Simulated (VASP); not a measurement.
La: relaxation of cell and atoms with PBE

Crystal: La.

```
La
1.0
     3.77000    0.00000    0.00000
    -1.88500    3.26492    0.00000
     0.00000    0.00000   12.15900
La
4
Direct
  0.00000 0.00000 0.00000
  0.00000 0.00000 0.50000
  0.33333 0.66667 0.75000
  0.66667 0.33333 0.25000
```

```json
{"Program": "VASP 6.6.1", "Task": "relaxation of cell and atoms", "Functional": "PBE", "Potentials or basis": "VASP PAW PBE potentials, release 64 (La)", "Cutoff": "600 eV", "k mesh": "6 × 6 × 2", "Occupations": "fermi-dirac, width 0.1 eV", "Spin": "no spin polarisation", "Dipole correction": "no", "Further INCAR settings": "ALGO = Normal; EDIFF = 1e-07; IBRION = 2; EDIFFG = -0.02; NSW = 80; ISIF = 3"}
```

```yaml
Relaxed_volume: 37.47 Å³/atom
Relaxed_cell: a = 3.775 Å, b = 3.775 Å, c = 12.147 Å, α = 90.00°, β = 90.00°, γ = 120.00°
Space_group_after_relaxing_to_0.1_Å: P6_3/mmc (No. 194)
Energy_gained_by_relaxing: 0.1 meV/atom
Ionic_steps: 2
Pressure_after_relaxing: 0.0 GPa
Band_gap_on_the_k_mesh: zero (bands 22 and 23 overlap by 1.00 eV)
```

Stress tensor (GPa, compression positive):
```
 0.03  0.00  0.00
 0.00  0.03  0.00
 0.00  0.00 -0.05
```

The path:
```
step  energy change (eV)  largest force (eV/Å)  pressure (GPa)  volume (Å³)
   1              0.0000                0.0000            0.04       149.66
   2             -0.0002                0.0000            0.00       149.87
```

Final structure:
```yaml
crystal:
  lattice:
    - [3.77454, 0.00000, 0.00000]
    - [-1.88727, 3.26885, 0.00000]
    - [0.00000, 0.00000, 12.14672]
  atoms:
    - { symbol: La, position: [0.00000, 0.00000, 0.00000] }
    - { symbol: La, position: [0.00000, 0.00000, 0.50000] }
    - { symbol: La, position: [0.33333, 0.66667, 0.75000] }
    - { symbol: La, position: [0.66667, 0.33333, 0.25000] }
```

Levels at points of the mesh, in eV from the Fermi level:
```tsv
k point	band 20	band 21	band 22	band 23	band 24	band 25
(0.00, 0.00, 0.00)	-1.73	0.50	0.62	1.25	1.27	1.27
(0.50, 0.00, 0.00)	-1.05	-0.65	-0.29	-0.20	0.43	0.92
(0.00, 0.00, 0.50)	-1.66	0.80	0.80	1.22	1.22	1.31
(0.50, 0.00, 0.50)	-1.38	-1.04	-1.04	0.65	0.65	1.25
```

Run time: 2.3 min on 1 thread of Intel(R) Xeon(R) Platinum 8488C (Sapphire Rapids) (shared host), peak memory 0.32 GiB.

Caveat: spin-orbit coupling is left out, which moves the levels of the heavy elements.
